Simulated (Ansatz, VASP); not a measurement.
**CrCN: VASP beside Ansatz**

```xyz
3
Lattice="3.4966 0.0000 0.0000 -1.7483 3.0281 0.0000 0.0000 0.0000 3.6331" Properties=species:S:1:pos:R:3 pbc="T T T"
Cr    0.0000    2.0187    1.8166
C     1.7483    1.0094    1.8166
N     0.0000    0.0000    0.0000
```

Change from the starting cell: species swapped into the EuZnGe type (P-6m2, No. 187).

Alike in both runs: task single point; functional PBE; k mesh 6 × 6 × 6; occupations gaussian, width 0.1 eV; collinear spin.

|  | VASP | Ansatz |
| --- | --- | --- |
| version | VASP 6.6.1 | Ansatz 0.2.0 |
| potentials or method | VASP PAW PBE potentials, release 64 (Cr_pv, C, N), cutoff 520 eV | scalar-relativistic, plane waves, PAW |
| valence electrons in the cell | 21 | 23 |

VASP gave:

| Item | Value |
| --- | --- |
| gap on the k mesh at the Fermi level (eV) | none |
| net moment per atom (μB) | 0.30 |
| size of the moment on the site where the two differ most (μB) | 1.79 |

Estimate Ansatz's values.

gap on the k mesh at the Fermi level (eV): none; net moment per atom (μB): 0.29; size of the moment on the site where the two differ most (μB): 1.51.

Site moments also hang on the region over which each program counts them. A gap of «none» marks a metal or a gap that the smearing closes. The functional is the same, so the differences come from potentials, cutoffs and numerics. VASP's potentials hold 21 valence electrons a cell and Ansatz's 23, so a difference there can come from the potentials and not from the codes.
